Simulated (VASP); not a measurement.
Wanted: the native input for a VASP 6.6.1 run.

* Task: single point
* Functional: PBE
* Potentials or basis: VASP PAW PBE potentials, release 64 (Ir)
* Cutoff: 500 eV
* k mesh: 18 × 18 × 18
* Occupations: gaussian, width 0.3 eV
* Spin: no spin polarisation
* Dipole correction: no
* Further INCAR settings: ALGO = Normal; EDIFF = 1e-06; NBANDS = 10

The structure of Ir lies in POSCAR:

```
Ir
1.0
    0.0000000000      1.9359345568      1.9359345568
    1.9359345568      0.0000000000      1.9359345568
    1.9359345568      1.9359345568      0.0000000000
Ir
1
Direct
    0.0000000000      0.0000000000      0.0000000000
```

One way to write it, as run:

INCAR

```
PREC = Accurate ; ENCUT = 500
EDIFF = 1E-6 ; ISMEAR = 0
SIGMA = 0.3 ; LREAL = False
LASPH = True ; NELM = 120
ALGO = Normal ; ISIF = 2
LWAVE = False ; LCHARG = True
GGA = PE ; LELF = True
LVHAR = True ; NBANDS = 10
GGA_COMPAT = False
```

KPOINTS

```
regular mesh
0
Gamma
  18 18 18
```

Potentials or basis: VASP PAW PBE potentials, release 64 (Ir).

Run with:

```sh
$ cat potpaw_PBE.64/Ir/POTCAR > POTCAR
$ mpirun -np 1 vasp_std > vasp.out
```

Results of the run:

```
Pressure               : 0.5 GPa
Band gap on the k mesh : zero (an odd number of electrons rules out a gap without spin polarisation)
```

Caveat: so wide a smearing shifts energies and pressures; spin-orbit coupling is left out, which moves the levels of the heavy elements.

It took 12 s on 1 thread of AMD EPYC 9R45 96-Core Processor (Zen 5), on a shared host, peak memory 0.11 GiB.
